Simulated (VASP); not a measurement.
## Cr: single point with PBE

System: Cr, a slab with vacuum.

```
Cr
1.0
     2.84863    0.00000    0.00000
     0.00000    2.84863    0.00000
     0.00000    0.00000   16.00000
Cr
1
Direct
  0.00000 0.00000 0.50000
```

* Program: VASP 6.6.1
* Task: single point
* Functional: PBE
* Potentials or basis: VASP PAW PBE potentials, release 64 (Cr_pv)
* Cutoff: 520 eV
* k mesh: 14 × 14 × 1
* Occupations: fermi-dirac, width 0.1 eV
* Spin: collinear spin, ferromagnetic start
* Starting moments: [2.0] μB
* Dipole correction: yes
* k mesh for the DOS: 21 × 21 × 1
* Occupations for the DOS: tetrahedron
* Further INCAR settings: ALGO = Normal; EDIFF = 1e-07

* Net moment: 4.86 μB per cell
* Site moments: Cr +4.17 μB
* Valence electrons inside the program's atomic spheres: Cr 10.50

Levels at points of the mesh, in eV from the Fermi level:
Spin up:
| k point | band 5 | band 6 | band 7 | band 8 | band 9 | band 10 | band 11 |
| --- | --- | --- | --- | --- | --- | --- | --- |
| (0.00, 0.00, 0.00) | -2.36 | -1.41 | -0.27 | -0.27 | 0.07 | 0.12 | 3.50 |
Spin down:
```csv
k point,band 1,band 2,band 3,band 4,band 5,band 6,band 7,band 8
"(0.00, 0.00, 0.00)",-39.75,-39.75,-39.56,-3.02,0.96,1.37,1.74,3.61
```

Run time: 3.6 min on 1 thread of Intel(R) Xeon(R) 6975P-C (Granite Rapids) (shared host), peak memory 0.36 GiB.
